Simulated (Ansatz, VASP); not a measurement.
BaTiO3: VASP beside Ansatz

The input POSCAR:

```
BaTiO3
1.0
    3.9841000000      0.0000000000      0.0000000000
    0.0000000000      2.8370500000      2.8458000000
    0.0000000000     -2.8370500000      2.8458000000
Ba Ti O
1 1 3
Direct
    0.0000000000      0.0000000000      0.0000000000
    0.5000000000      0.5079000000      0.5079000000
    0.0000000000      0.4921000000      0.4921000000
    0.5000000000      0.5025100000      0.9937100000
    0.5000000000      0.9937100000      0.5025100000
```

The input INCAR.step1:

```
SYSTEM = BaTiO3
  PREC = Accurate
  ENCUT = 600
  ISMEAR = 0
  SIGMA = 0.02
  LREAL = .False.
  LASPH = .True.
  NELM = 100
  GGA = PE
  ALGO = Normal
  EDIFF = 1E-4
  LWAVE = .True.
  LCHARG = .False.
```

INCAR.step2

```
SYSTEM = BaTiO3
  PREC = Accurate
  ENCUT = 600
  EDIFF = 1E-6
  ISMEAR = 0
  SIGMA = 0.02
  LREAL = .False.
  LASPH = .True.
  NELM = 100
  ALGO = Normal
  ISIF = 3
  LWAVE = .False.
  LCHARG = .False.
  METAGGA = R2SCAN
  LMIXTAU = .True.
  IBRION = 2
  NSW = 80
  EDIFFG = -0.01
  ISTART = 1
```

KPOINTS

```
regular mesh
0
Gamma
  4 4 4
  0 0 0
```

Input for Ansatz:

```yaml
crystal:
  lattice:
    - [3.9841, 0.0, 0.0]
    - [0.0, 2.83705, 2.8458]
    - [0.0, -2.83705, 2.8458]
  atoms:
    - { symbol: Ba, position: [0.0, 0.0, 0.0] }
    - { symbol: Ti, position: [0.5, 0.5079, 0.5079] }
    - { symbol: O, position: [0.0, 0.4921, 0.4921] }
    - { symbol: O, position: [0.5, 0.50251, 0.99371] }
    - { symbol: O, position: [0.5, 0.99371, 0.50251] }
basis:
  ecutwfc: 500
kpoints:
  mp_grid: { grid: [4, 4, 4] }
hamiltonian:
  xc: r2scan
scf:
  occupations: { method: gaussian, width: 0.02 }
output:
  forces: true
  stress: true
  eigenvalues: true
relax:
  adjacent_minimum: "off"
  f_tol: 0.01
  max_steps: 60
  cell: { stress_tol: 0.05 }
```

Alike in both runs: task relaxation of cell and atoms; functional r2SCAN; k mesh 4 × 4 × 4; occupations gaussian, width 0.02 eV; no spin polarisation.

```csv
,VASP,Ansatz
version,VASP 6.6.1,Ansatz 0.2.0
potentials or method,"VASP PAW PBE potentials, release 64 (Ba_sv, Ti_sv, O), cutoff 600 eV","scalar-relativistic, plane waves, PAW"
valence electrons in the cell,40,40
```

VASP gave:

| Quantity | Value |
| --- | --- |
| gap on the k mesh at the Fermi level, each at its own relaxed structure (eV) | 2.61 |
| relaxed volume (Å³/atom) | 13.15 |
| relaxed cell length with the largest relative difference (Å) | 3.976 |

Question: Which values does Ansatz return?

Answer: gap on the k mesh at the Fermi level, each at its own relaxed structure (eV): 2.69; relaxed volume (Å³/atom): 13.04; relaxed cell length with the largest relative difference (Å): 3.960.

VASP's potentials were made for PBE, not for r2SCAN.

Neither program's run includes spin-orbit coupling.
